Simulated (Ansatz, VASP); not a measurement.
# One calculation of MnS3, two programs

```
Mn S
1.0
     4.05791    0.00000    0.00000
     0.00000    4.05791    0.00000
     0.00000    0.00000    4.05791
Mn S
1 3
Direct
  0.00000 0.00000 0.00000
  0.00000 0.50000 0.50000
  0.50000 0.00000 0.50000
  0.50000 0.50000 0.00000
```

Alike in both runs: functional PBE; k mesh 4 × 4 × 4; occupations gaussian, width 0.1 eV; collinear spin.

Ansatz relaxed the structure, and its values are those at the end. VASP's run is a single point on that final structure, the one shown.

|  | VASP | Ansatz |
| --- | --- | --- |
| version | VASP 6.6.1 | Ansatz 0.2.0 |
| potentials or method | VASP PAW PBE potentials, release 64 (Mn_pv, S), cutoff 520 eV | scalar-relativistic, plane waves, PAW |
| valence electrons in the cell | 31 | 33 |

Ansatz gave:

| Item | Value |
| --- | --- |
| gap on the k mesh at the Fermi level (eV) | none |
| pressure (GPa) | 0.0 |
| net moment per atom (μB) | 1.05 |
| size of the moment on the site where the two differ most (μB) | 4.28 |

Problem. Estimate VASP's values.

Solution. gap on the k mesh at the Fermi level (eV): none; pressure (GPa): -0.2; net moment per atom (μB): 1.05; size of the moment on the site where the two differ most (μB): 4.21.

Site moments also hang on the region over which each program counts them. A gap of «none» marks a metal or a gap that the smearing closes. VASP's potentials hold 31 valence electrons a cell and Ansatz's 33, so a difference there can come from the potentials and not from the codes.

The k mesh is coarse, so the values compare programs but aren't converged.
